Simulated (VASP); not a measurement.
# Ca3Se (Pm-3m) in VASP: further runs, part 2 of 2

VASP 6.6.1.

### Step 5. Relaxation of cell and atoms, PBE

Contents of INCAR:

```
SYSTEM = Ca3Se
PREC = Accurate
ENCUT = 600
EDIFF = 1E-7
ISMEAR = 0
SIGMA = 0.1
LREAL = .FALSE.
LASPH = .TRUE.
NELM = 60
ALGO = Normal
ISIF = 3
LWAVE = .FALSE.
LCHARG = .FALSE.
GGA = PE
IBRION = 2
NSW = 100
EDIFFG = -0.01
```

Contents of KPOINTS:

```
regular mesh
0
G
  10 10 10
  0 0 0
```

Contents of POSCAR:

```
Ca3Se
1.0
    5.0425587676      0.0000000000      0.0000000000
    0.0000000000      5.0425587676      0.0000000000
    0.0000000000      0.0000000000      5.0425587676
Ca Se
3 1
Direct
    0.0000000000      0.5000000000      0.5000000000
    0.5000000000      0.0000000000      0.5000000000
    0.5000000000      0.5000000000      0.0000000000
    0.0000000000      0.0000000000      0.0000000000
```

Potentials or basis: VASP PAW PBE potentials, release 64 (Ca_sv, Se).

Command:

```sh
$ cat potpaw_PBE.64/Ca_sv/POTCAR potpaw_PBE.64/Se/POTCAR > POTCAR
$ mpirun -np 1 vasp_std > vasp.out
```

OUTCAR:

```text
SYSTEM = Ca3Se
   PREC = Accurate
   ENCUT = 600
   EDIFF = 1E-7
   ISMEAR = 0
   LREAL = .FALSE.
   LASPH = .TRUE.
   NELM = 60
   ISIF = 3
   GGA = PE
   IBRION = 2
   NSW = 100
   EDIFFG = -0.01

 ion  position               nearest neighbor table
   1  0.000  0.500  0.500-
   2  0.500  0.000  0.500-
   3  0.500  0.500  0.000-
   4  0.000  0.000  0.000-

  LATTYP: Found a simple cubic cell.
 ALAT       =     5.0425587676

  Lattice vectors:

 A1 = (   5.0425587676,   0.0000000000,   0.0000000000)
 A2 = (   0.0000000000,   5.0425587676,   0.0000000000)
 A3 = (   0.0000000000,   0.0000000000,   5.0425587676)

Analysis of symmetry for initial positions (statically):
=====================================================================
 Subroutine PRICEL returns:
 Original cell was already a primitive cell.

 Routine SETGRP: Setting up the symmetry group for a
 simple cubic supercell.

 Subroutine GETGRP returns: Found 48 space group operations
 (whereof 48 operations were pure point group operations)
 out of a pool of 48 trial point group operations.

The static configuration has the point symmetry O_h .

Analysis of symmetry for dynamics (positions and initial velocities):
=====================================================================
 Subroutine PRICEL returns:
 Original cell was already a primitive cell.

 Routine SETGRP: Setting up the symmetry group for a
 simple cubic supercell.

 Subroutine GETGRP returns: Found 48 space group operations
 (whereof 48 operations were pure point group operations)
 out of a pool of 48 trial point group operations.
[... 176 lines left out ...]
 -----------------------------------------------------------------------------------
      0.00000      2.52128      2.52128         0.000000      0.000000      0.000000
      2.52128      0.00000      2.52128         0.000000      0.000000      0.000000
      2.52128      2.52128      0.00000         0.000000      0.000000      0.000000
      0.00000      0.00000      0.00000         0.000000      0.000000      0.000000
 -----------------------------------------------------------------------------------
    total drift:                               -0.000000     -0.000000     -0.000000

  FREE ENERGIE OF THE ION-ELECTRON SYSTEM (eV)
  ---------------------------------------------------
  free  energy   TOTEN  =       -11.1013002655 eV

  energy  without entropy=      -11.0732356673  energy(sigma->0) =      -11.08726797

--------------------------------------- Ionic step        2  -------------------------------------------

 number of electron      35.9999989 magnetization

 Free energy of the ion-electron system (eV)
  ---------------------------------------------------
  ext. energy  EPLUGINS =         0.00000000
  ---------------------------------------------------
  free energy    TOTEN  =       -11.10135667 eV

  energy without entropy =      -11.07327956  energy(sigma->0) =      -11.08731812

 E-fermi :   3.5535     XC(G=0):  -8.5497

 val. band max:        3.5521990210   @ k =   0.3000   0.3000   0.1000
 cond. band min:       3.5566734276   @ k =   0.4000   0.3000   0.1000
 fundamental gap:      0.0044744066
 Fermi energy:         3.5535218079

 k-point     1 :       0.0000    0.0000    0.0000
  band No.  band energies     occupation
      1     -38.6465      2.00000
      2     -38.6013      2.00000
      3     -38.6013      2.00000
      4     -19.7538      2.00000
      5     -19.7538      2.00000
      6     -19.7538      2.00000
[... 589 lines left out ...]
     21       4.2965      0.00000
     22       4.3046      0.00000

 [... further k-points ...]

------------------------ aborting loop because EDIFF is reached ----------------------------------------

  FORCE on cell =-STRESS in cart. coord.  units (eV):
  Direction    XX          YY          ZZ          XY          YZ          ZX
  --------------------------------------------------------------------------------------
  -------------------------------------------------------------------------------------
  Total        0.0184646      0.0184646      0.0184646      0.0000000      0.0000000     -0.0000000
  in kB        0.2303334      0.2303334      0.2303334      0.0000000      0.0000000     -0.0000000
  external PRESSURE =       0.2303334 kB  Pullay stress =       0.0000000 kB

 VOLUME and BASIS-vectors are now :
 -----------------------------------------------------------------------------
  energy-cutoff  :      600.00
  volume of cell :      128.44
      direct lattice vectors                 reciprocal lattice vectors
     5.045422000  0.000000000  0.000000000     0.198199477  0.000000000  0.000000000
     0.000000000  5.045422000 -0.000000000    -0.000000000  0.198199477 -0.000000000
    -0.000000000  0.000000000  5.045422000    -0.000000000  0.000000000  0.198199477

 POSITION                                       TOTAL-FORCE (eV/Angst)
 -----------------------------------------------------------------------------------
     -0.00000      2.52271      2.52271        -0.000000     -0.000000      0.000000
      2.52271      0.00000      2.52271        -0.000000     -0.000000      0.000000
      2.52271      2.52271      0.00000         0.000000      0.000000      0.000000
      0.00000      0.00000      0.00000        -0.000000      0.000000      0.000000
 -----------------------------------------------------------------------------------
    total drift:                               -0.000000     -0.000000     -0.000000

  FREE ENERGIE OF THE ION-ELECTRON SYSTEM (eV)
  ---------------------------------------------------
  free  energy   TOTEN  =       -11.1013566721 eV

  energy  without entropy=      -11.0732795613  energy(sigma->0) =      -11.08731812

 reached required accuracy - stopping structural energy minimisation
```

OSZICAR:

```text
N       E                     dE             d eps       ncg     rms          rms(c)
DAV:   1     0.351462533555E+03    0.35146E+03   -0.19249E+04  2464   0.169E+03
DAV:   2     0.148950507637E+02   -0.33657E+03   -0.33369E+03  2560   0.447E+02
DAV:   3    -0.911980297224E+01   -0.24015E+02   -0.23723E+02  4440   0.878E+01
[... 14 lines left out ...]
DAV:   3    -0.111013515135E+02    0.18629E-03   -0.11333E-03  4114   0.237E-01    0.238E-02
DAV:   4    -0.111013538014E+02   -0.22879E-05   -0.12882E-04  3266   0.722E-02    0.126E-02
DAV:   5    -0.111013582753E+02   -0.44740E-05   -0.73646E-06  3824   0.112E-02    0.793E-03
DAV:   6    -0.111013566816E+02    0.15937E-05   -0.71627E-06  4356   0.134E-02    0.567E-04
DAV:   7    -0.111013566721E+02    0.94997E-08   -0.39834E-07  2972   0.360E-03
   2 F= -.11101357E+02 E0= -.11087318E+02  d E =-.564067E-04
```

It took 5.2 min on 1 thread of Intel Xeon 8259CL, shared host; peak memory 0.37 GiB.

What came out:

```yaml
Free_energy: -11.1014 eV
Relaxed_volume: 32.11 Å³/atom
Relaxed_cell: a = 5.045 Å, b = 5.045 Å, c = 5.045 Å, α = 90.00°, β = 90.00°, γ = 90.00°
Space_group_after_relaxing_to_0.1_Å: Pm-3m (No. 221)
Energy_gained_by_relaxing: 0.0 meV/atom
Ionic_steps: 2
Pressure_after_relaxing: 0.0 GPa
Band_gap_on_the_k_mesh: zero (bands 18 and 19 overlap by 1.66 eV)
```

Final structure:
```yaml
crystal:
  lattice:
    - [5.04542, 0.00000, 0.00000]
    - [0.00000, 5.04542, 0.00000]
    - [0.00000, 0.00000, 5.04542]
  atoms:
    - { symbol: Ca, position: [0.00000, 0.50000, 0.50000] }
    - { symbol: Ca, position: [0.50000, 0.00000, 0.50000] }
    - { symbol: Ca, position: [0.50000, 0.50000, 0.00000] }
    - { symbol: Se, position: [0.00000, 0.00000, 0.00000] }
```

Levels at points of the mesh, in eV from the Fermi level:
| k point | band 15 | band 16 | band 17 | band 18 | band 19 | band 20 | band 21 | band 22 |
| --- | --- | --- | --- | --- | --- | --- | --- | --- |
| (0.00, 0.00, 0.00) | -3.18 | -3.18 | -3.18 | -0.46 | -0.46 | 0.01 | 0.38 | 0.38 |
| (0.50, 0.00, 0.00) | -3.31 | -3.31 | -1.44 | -0.89 | 0.49 | 0.84 | 1.03 | 1.03 |
| (0.50, 0.50, 0.00) | -4.24 | -3.36 | -1.57 | 0.59 | 0.59 | 0.66 | 1.01 | 1.38 |
| (0.50, 0.50, 0.50) | -3.77 | -3.77 | -1.08 | -1.08 | -1.08 | -0.11 | 1.14 | 1.97 |

### Step 6. Overview

| task | cell | cutoff (eV) | gap on the mesh (eV) | pressure (GPa) | relaxed volume (Å³/atom) |
| --- | --- | --- | --- | --- | --- |
| single point | a = 5.043 Å, 4 atoms | 520 | none | 0.0 | - |
| relaxation of cell and atoms | relaxed from a = 4.766 Å, 4 atoms | 600 | none | 0.0 | 32.15 |
| relaxation of cell and atoms | relaxed from a = 5.043 Å, 4 atoms | 600 | none | 0.0 | 32.11 |

Alike in all rows: level PBE; potentials or basis VASP PAW PBE potentials, release 64 (Ca_sv, Se); no spin polarisation; k mesh 10 × 10 × 10; smearing gaussian 0.1 eV.

Caveats: the volume moved by over 15 % at a fixed basis, so the end points are rough (at least some runs).

Total energies depend on the potentials used, so only differences within one code and one set of settings carry meaning.
